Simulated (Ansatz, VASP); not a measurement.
## C in VASP and in Ansatz

```
C
1.0
    -2.33809    2.33809    2.44655
     2.33809   -2.33809    2.44655
     2.33809    2.33809   -2.44655
C
8
Direct
  0.32547 0.00000 0.00000
  0.67453 0.67453 0.67453
  0.00000 0.32547 0.00000
  0.00000 0.00000 0.32547
  0.00000 0.67453 0.00000
  0.32547 0.32547 0.32547
  0.67453 0.00000 0.00000
  0.00000 0.00000 0.67453
```

Change from the starting cell: strain -0.030 along x and y, +0.015 along z, atoms carried along.

Alike in both runs: task single point; functional LDA; k mesh 8 × 8 × 8; occupations gaussian, width 0.05 eV; no spin polarisation.

|  | VASP | Ansatz |
| --- | --- | --- |
| version | VASP 6.6.1 | Ansatz 0.2.0 |
| potentials or method | VASP PAW LDA potentials, release 64 (C), cutoff 520 eV | scalar-relativistic, plane waves, PAW |
| valence electrons in the cell | 32 | 32 |

Ansatz gave:

| Property | Result |
| --- | --- |
| gap on the k mesh at the Fermi level (eV) | 2.33 |
| least direct gap on the mesh (eV) | 2.86 |
| pressure (GPa) | 17.8 |
| traceless stress, the component that is largest in VASP (GPa) | -19.34 |
| rms of the force components (eV/Å) | 0.619 |

Problem. What did VASP give for the same quantities?

Solution. gap on the k mesh at the Fermi level (eV): 2.32; least direct gap on the mesh (eV): 2.85; pressure (GPa): 19.1; traceless stress, the component that is largest in VASP (GPa): -19.51; rms of the force components (eV/Å): 0.640.

LDA's correlation is that of Perdew and Zunger in VASP and of Perdew and Wang (1992) in Ansatz. Atom by atom the forces differ by 0.038 eV/Å (rms over components).
